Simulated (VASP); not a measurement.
CaO:

```
Ca O
1.0
     0.00000    2.45350    2.45350
     2.45350    0.00000    2.45350
     2.45350    2.45350    0.00000
Ca O
1 1
Direct
  0.00000 0.00000 0.00000
  0.50000 0.50000 0.50000
```

* Program: VASP 6.6.1
* Task: relaxation of cell and atoms
* Functional: r2SCAN
* Potentials or basis: VASP PAW PBE potentials, release 64 (Ca_sv, O)
* Cutoff: 600 eV
* k mesh: 8 × 8 × 8
* Occupations: gaussian, width 0.02 eV
* Spin: no spin polarisation

At the start: pressure -6.3 GPa; volume 14.77 Å³/atom.

Problem. Where does the relaxation end?

Solution. Over 3 steps the energy falls by 18.3 meV/atom and the volume is 13.88 Å³/atom (-6.0 %); space group Fm-3m (No. 225, to 0.1 Å) before and after.

The path:
| step | energy change (eV) | largest force (eV/Å) | pressure (GPa) | volume (Å³) |
| --- | --- | --- | --- | --- |
| 1 | 0.0000 | 0.0000 | -6.27 | 29.54 |
| 2 | -0.0311 | 0.0000 | 2.85 | 27.14 |
| 3 | -0.0366 | 0.0000 | 0.01 | 27.77 |

Final structure:
```xyz
2
Lattice="0.0000 2.4035 2.4035 2.4035 0.0000 2.4035 2.4035 2.4035 0.0000" Properties=species:S:1:pos:R:3 pbc="T T T"
Ca    0.0000    0.0000    0.0000
O     2.4035    2.4035    2.4035
```

Caveat: the PAW data sets were made with another functional, which shifts forces and pressure a little.
